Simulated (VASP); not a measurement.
# Pr2F3 (Pm-3m) in VASP: single point with PBE

Aim: the single point of Pr2F3 with PBE.

Everything below comes from runs of VASP 6.6.1. Logs are shortened: lines on timing, memory, paths and dates and some standing lists are left out, and cuts for length are marked.

## (1) The cell of the first run

Symmetry: Pm-3m, No. 221, cubic system. The conventional cell has a = 4.788 Å, b = 4.788 Å, c = 4.788 Å, α = 90.00°, β = 90.00°, γ = 90.00°. Within 4.5 Å of Pr (site symmetry m-3m) lie 12 F at 3.39 Å and 8 Pr at 4.15 Å. Pr (site symmetry m-3m) has 6 F at 2.39 Å within 3.2 Å. F (site symmetry 4/mmm) has 2 Pr at 2.39 Å within 3.2 Å.

The cell was generated, and may not be a known phase.

## (2) Single point, PBE

INCAR reads:

```
SYSTEM = Pr2F3
PREC = Accurate
ENCUT = 800
EDIFF = 1E-6
ISMEAR = 0
SIGMA = 0.1
LREAL = .False.
LASPH = .True.
NELM = 300
ALGO = All
ISIF = 2
LWAVE = .False.
LCHARG = .True.
GGA = PE
LVHAR = .True.
NBANDS = 32
GGA_COMPAT = .False.
LMAXMIX = 6
ISEARCH = 1
KPAR = 4
```

KPOINTS reads:

```
Automatic mesh
0
Gamma
  8 8 8
  0 0 0
```

POSCAR reads:

```
Pr2F3
1.0
    4.7883363833      0.0000000000      0.0000000000
    0.0000000000      4.7883363833      0.0000000000
    0.0000000000      0.0000000000      4.7883363833
Pr F
2 3
Direct
    0.5000000000      0.5000000000      0.5000000000
    0.0000000000      0.0000000000      0.0000000000
    0.5000000000      0.0000000000      0.0000000000
    0.0000000000      0.5000000000      0.0000000000
    0.0000000000      0.0000000000      0.5000000000
```

Potentials or basis: VASP PAW PBE potentials, release 64 (Pr, F).

Started as:

```
$ cat potpaw_PBE.64/Pr/POTCAR potpaw_PBE.64/F/POTCAR > POTCAR
$ mpirun -np 4 vasp_std > vasp.out
```

OUTCAR:

```text
SYSTEM = Pr2F3
   PREC = Accurate
   ENCUT = 800
   EDIFF = 1E-6
   ISMEAR = 0
   LREAL = .False.
   LASPH = .True.
   NELM = 300
   ISIF = 2
   GGA = PE

 ion  position               nearest neighbor table
   1  0.500  0.500  0.500-
   2  0.000  0.000  0.000-   3 2.39   4 2.39   5 2.39   5 2.39   4 2.39   3 2.39
   3  0.500  0.000  0.000-   2 2.39   2 2.39
   4  0.000  0.500  0.000-   2 2.39   2 2.39
   5  0.000  0.000  0.500-   2 2.39   2 2.39

  LATTYP: Found a simple cubic cell.
 ALAT       =     4.7883363833

  Lattice vectors:

 A1 = (   4.7883363833,   0.0000000000,   0.0000000000)
 A2 = (   0.0000000000,   4.7883363833,   0.0000000000)
 A3 = (   0.0000000000,   0.0000000000,   4.7883363833)

Analysis of symmetry for initial positions (statically):
=====================================================================
 Subroutine PRICEL returns:
 Original cell was already a primitive cell.

 Routine SETGRP: Setting up the symmetry group for a
 simple cubic supercell.

 Subroutine GETGRP returns: Found 48 space group operations
 (whereof 48 operations were pure point group operations)
 out of a pool of 48 trial point group operations.

The static configuration has the point symmetry O_h .

Analysis of symmetry for dynamics (positions and initial velocities):
=====================================================================
 Subroutine PRICEL returns:
 Original cell was already a primitive cell.

 Routine SETGRP: Setting up the symmetry group for a
 simple cubic supercell.

 Subroutine GETGRP returns: Found 48 space group operations
 (whereof 48 operations were pure point group operations)
 out of a pool of 48 trial point group operations.

The dynamic configuration has the point symmetry O_h .

 Subroutine INISYM returns: Found 48 space group operations
 (whereof 48 operations are pure point group operations),
 and found     1 'primitive' translations

----------------------------------------------------------------------------------------

                                     Primitive cell

  volume of cell :     109.7878

  direct lattice vectors                    reciprocal lattice vectors
     4.788336383  0.000000000  0.000000000     0.208840800  0.000000000  0.000000000
     0.000000000  4.788336383  0.000000000     0.000000000  0.208840800  0.000000000
     0.000000000  0.000000000  4.788336383     0.000000000  0.000000000  0.208840800

[... 90 lines left out ...]
   LREAL  =      F    real-space projection
   EDIFFG = 0.1E-04   stopping-criterion for IOM
   NSW    =      0    number of steps for IOM
   IBRION =     -1    ionic relax: 0-MD 1-quasi-New 2-CG
   NFREE  =      0    steps in history (QN), initial steepest desc. (CG)
   ISIF   =      2    stress and relaxation
   ISYM   =      2    0-nonsym 1-usesym 2-fastsym
   POTIM  = 0.5000    time-step for ionic-motion
   TEBEG  =    0.0;   TEEND  =   0.0 temperature during run
   PSTRESS=    0.0 pullay stress
   NELECT =      47.0000    total number of electrons
   NUPDOWN=      -1.0000    fix difference up-down
   EMIN   =  10.00;   EMAX   =-10.00  energy-range for DOS
   EFERMI =   0.00;   METHOD = LEGACY
   ISMEAR =     0;   SIGMA  =   0.10  broadening in eV -4-tet -1-fermi 0-gaus
   EFERMI_NEDOS =   21; number of points for ismear=-14 and -15
   IALGO  =     58    algorithm
   IMIX   =      4    mixing-type and parameters
     AMIX     =   0.40;   BMIX     =  1.00
     AMIX_MAG =   1.60;   BMIX_MAG =  1.00
  volume/ion in A,a.u.               =      21.96       148.18
  Fermi-wavevector in a.u.,A,eV,Ry     =   1.233832  2.331605 20.712722  1.522342
  Thomas-Fermi vector in A             =   2.368547
   LORBIT       =      0    0 simple, 1 ext, 2 COOP (PROOUT), +10 PAW based schemes
   GGA     = PE    functional components
   LHFCALC =     F    Hartree Fock is set to
   AEXX    =    0.0000 exact exchange contribution
   IVDW    =     0    specifies the selected vdW correction
   LEPSILON=     F    determine dielectric tensor
   LRPA    =     F    only Hartree local field effects (RPA)
 non-spin polarized calculation
 Gauss-broadening in eV      SIGMA  =   0.10
  energy-cutoff  :      800.00
  volume of cell :      109.79
 maximum number of plane-waves:      5686
 NGX is ok and might be reduce to    48
   NGX = 23   NGY = 23   NGZ = 23

 number of electron      47.0000019 magnetization

 Free energy of the ion-electron system (eV)
  ---------------------------------------------------
  ext. energy  EPLUGINS =         0.00000000
  ---------------------------------------------------
  free energy    TOTEN  =       -27.33746927 eV

  energy without entropy =      -27.07839465  energy(sigma->0) =      -27.20793196

 E-fermi :   5.6681     XC(G=0):  -9.1916

 val. band max:        5.6655532986   @ k =   0.3750   0.3750   0.0000
 cond. band min:       5.6674143982   @ k =   0.3750   0.1250   0.1250
 fundamental gap:      0.0018610996
 Fermi energy:         5.6681328587

 k-point     1 :       0.0000    0.0000    0.0000
  band No.  band energies     occupation
      1     -31.1841      2.00000
      2     -31.0379      2.00000
      3     -20.1769      2.00000
      4     -20.1769      2.00000
      5     -20.0786      2.00000
      6     -13.5656      2.00000
[... 829 lines left out ...]
     31       5.9283      0.00023
     32       5.9350      0.00015

 [... further k-points ...]

------------------------ aborting loop because EDIFF is reached ----------------------------------------

  FORCE on cell =-STRESS in cart. coord.  units (eV):
  Direction    XX          YY          ZZ          XY          YZ          ZX
  --------------------------------------------------------------------------------------
  -------------------------------------------------------------------------------------
  Total       -0.7082723     -0.7082723     -0.7082723      0.0000000      0.0000000     -0.0000000
  in kB      -10.3361037    -10.3361037    -10.3361037      0.0000000      0.0000000     -0.0000000
  external PRESSURE =     -10.3361037 kB  Pullay stress =       0.0000000 kB

 VOLUME and BASIS-vectors are now :
 -----------------------------------------------------------------------------
  energy-cutoff  :      800.00
  volume of cell :      109.79
      direct lattice vectors                 reciprocal lattice vectors
     4.788336383  0.000000000  0.000000000     0.208840800  0.000000000  0.000000000
     0.000000000  4.788336383  0.000000000     0.000000000  0.208840800  0.000000000
     0.000000000  0.000000000  4.788336383     0.000000000  0.000000000  0.208840800

 POSITION                                       TOTAL-FORCE (eV/Angst)
 -----------------------------------------------------------------------------------
      2.39417      2.39417      2.39417         0.000000      0.000000      0.000000
      0.00000      0.00000      0.00000         0.000000      0.000000      0.000000
      2.39417      0.00000      0.00000         0.000000      0.000000      0.000000
      0.00000      2.39417      0.00000         0.000000      0.000000      0.000000
      0.00000      0.00000      2.39417         0.000000      0.000000      0.000000
 -----------------------------------------------------------------------------------
    total drift:                                0.000000      0.000000      0.000000

  FREE ENERGIE OF THE ION-ELECTRON SYSTEM (eV)
  ---------------------------------------------------
  free  energy   TOTEN  =       -27.3374692721 eV

  energy  without entropy=      -27.0783956033  energy(sigma->0) =      -27.20793244
```

stdout:

```text
POSCAR found type information on POSCAR PrF
 POSCAR found :  2 types and       5 ions
 scaLAPACK will be used
 LDA part: xc-table for (Slater+PW92), standard interpolation
 POSCAR, INCAR and KPOINTS ok, starting setup
[... 89 lines left out ...]
  energies along line   0.75678E-05  -0.75678E-05   0.94092E-01  -0.71222E-02
 gam= 2.977 g(H,U,f)=  0.279E+00 0.121E+01 0.141E+00 ort(H,U,f) = 0.202E+00-0.183E+00-0.163E-01
 gam= 2.977 trial= 0.127  step=  0.0515 mean=  0.1272
 gam= 0.286 g(H,U,f)=  0.216E+00 0.222E+00 0.267E-01 ort(H,U,f) = 0.134E+00-0.957E-01-0.110E-01
 gam= 0.286 trial= 0.120  step=  0.0155 mean=  0.1197
  continued last = 0.035  step=  0.0150 harm=  0.0151 4th-ord=  0.0150
  steps along line     -0.11966E-04   0.11966E-04   0.11966E+00   0.35456E-01
  energies along line   0.56579E-05  -0.56579E-05   0.16204E+00   0.29570E-02
 gam= 1.03
```

Wall time 17 min (4 MPI ranks of Intel Xeon Platinum 8488C (Sapphire Rapids), shared host); peak memory 0.66 GiB.

Results:

| Item | Value |
| --- | --- |
| Free energy | -27.3375 eV |
| Pressure | -1.0 GPa |
| Band gap on the k mesh | zero (an odd number of electrons rules out a gap without spin polarisation) |

Caveat: spin-orbit coupling is left out, which moves the levels of the heavy elements; an odd number of electrons without spin polarisation forces a metal; a magnetic or distorted state may lie lower; the run has no spin polarisation, though such a crystal can be magnetic; semilocal functionals describe open f shells poorly, which spoils levels, moments and volumes. With open d or f shells a metallic result of PBE can be an artefact of self-interaction; +U or a hybrid may open a gap.
